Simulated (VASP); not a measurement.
Crystal: BN.

```xyz
4
Lattice="2.5439 0.0000 0.0000 -1.2720 2.2031 0.0000 0.0000 0.0000 4.2078" Properties=species:S:1:pos:R:3 pbc="T T T"
B     1.2720    0.7344    0.0009
B     0.0000    1.4687    2.1048
N     1.2720    0.7344    1.5771
N     0.0000    1.4687    3.6810
```

Base run:

- Program: VASP 6.6.1
- Functional: r2SCAN
- Potentials or basis: VASP PAW PBE potentials, release 64 (B, N)
- Cutoff: 520 eV
- k mesh: 12 × 12 × 6
- Occupations: gaussian, width 0.01 eV
- Spin: no spin polarisation

Its results: band gap on the k mesh 5.72 eV (least direct gap 8.98 eV); pressure 1.1 GPa.

Question: The run is repeated on the same cell with these changes: functional from r2SCAN to PBE. What comes out?

Answer: Band gap on the k mesh 5.19 eV (least direct gap 8.30 eV); pressure 4.9 GPa.

Caveats: the PAW data sets were made with another functional, which shifts forces and pressure a little (at least some runs); the cell stands under pressure (at least some runs).

A k mesh can miss the band edges.
